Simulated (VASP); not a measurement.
Write the native input for VASP 6.6.1 that does the following.

```
Task                   : single point
Functional             : r2SCAN
Potentials or basis    : VASP PAW PBE potentials, release 64 (Al, Ru_pv)
Cutoff                 : 520 eV
k mesh                 : 18 × 18 × 18
Occupations            : gaussian, width 0.1 eV
Spin                   : no spin polarisation
Dipole correction      : no
Further INCAR settings : ALGO = Normal; EDIFF = 1e-06; NBANDS = 16
```

Crystal: AlRu.

```
Al Ru
1.0
     2.98210    0.00000    0.00000
     0.00000    2.98210    0.00000
     0.00000    0.00000    2.98210
Al Ru
1 1
Direct
  0.00000 0.00000 0.00000
  0.50000 0.50000 0.50000
```

One way to write it, as run:

POSCAR

```
AlRu
1.0
    2.9821038317      0.0000000000      0.0000000000
    0.0000000000      2.9821038317      0.0000000000
    0.0000000000      0.0000000000      2.9821038317
Al Ru
1 1
Direct
    0.0000000000      0.0000000000      0.0000000000
    0.5000000000      0.5000000000      0.5000000000
```

INCAR.step1

```
SYSTEM = AlRu
PREC     = Accurate       ! precision mode
ENCUT    = 520            ! plane-wave cutoff, eV
ISMEAR   = 0              ! smearing method
SIGMA    = 0.1            ! smearing width, eV
LREAL    = .FALSE.        ! projectors in reciprocal space
LASPH    = .TRUE.         ! aspherical terms in the spheres
NELM     = 80             ! most SCF steps
NBANDS   = 16             ! bands
GGA      = PE             ! functional
ALGO     = Normal         ! electronic algorithm
EDIFF    = 1E-4           ! SCF threshold, eV
LWAVE    = .TRUE.         ! write WAVECAR
LCHARG   = .FALSE.        ! write CHGCAR
```

INCAR.step2

```
SYSTEM = AlRu
PREC     = Accurate       ! precision mode
ENCUT    = 520            ! plane-wave cutoff, eV
EDIFF    = 1E-6           ! SCF threshold, eV
ISMEAR   = 0              ! smearing method
SIGMA    = 0.1            ! smearing width, eV
LREAL    = .FALSE.        ! projectors in reciprocal space
LASPH    = .TRUE.         ! aspherical terms in the spheres
NELM     = 80             ! most SCF steps
ALGO     = Normal         ! electronic algorithm
ISIF     = 2              ! what is computed and relaxed
LWAVE    = .FALSE.        ! write WAVECAR
LCHARG   = .TRUE.         ! write CHGCAR
METAGGA  = R2SCAN         ! meta-GGA
LMIXTAU  = .TRUE.       
LELF     = .TRUE.         ! ELF
LVHAR    = .TRUE.       
NBANDS   = 16             ! bands
ISTART   = 1
```

KPOINTS

```
regular mesh
0
G
  18 18 18
  0 0 0
```

Potentials or basis: VASP PAW PBE potentials, release 64 (Al, Ru_pv).

Command:

```console
$ cat potpaw_PBE.64/Al/POTCAR potpaw_PBE.64/Ru_pv/POTCAR > POTCAR
$ cp INCAR.step1 INCAR
$ mpirun -np 1 vasp_std > vasp.out
$ cp INCAR.step2 INCAR
$ mpirun -np 1 vasp_std > vasp.out
```

Results of the run:

| Item | Value |
| --- | --- |
| Pressure | 0.1 GPa |
| Band gap on the k mesh | zero (an odd number of electrons rules out a gap without spin polarisation) |

Caveat: the PAW data sets were made with another functional, which shifts forces and pressure a little.

It took 2.4 min on 1 thread of Intel(R) Xeon(R) Platinum 8259CL CPU @ 2.50GHz (Skylake/Cascade Lake) (shared host), peak memory 0.21 GiB.
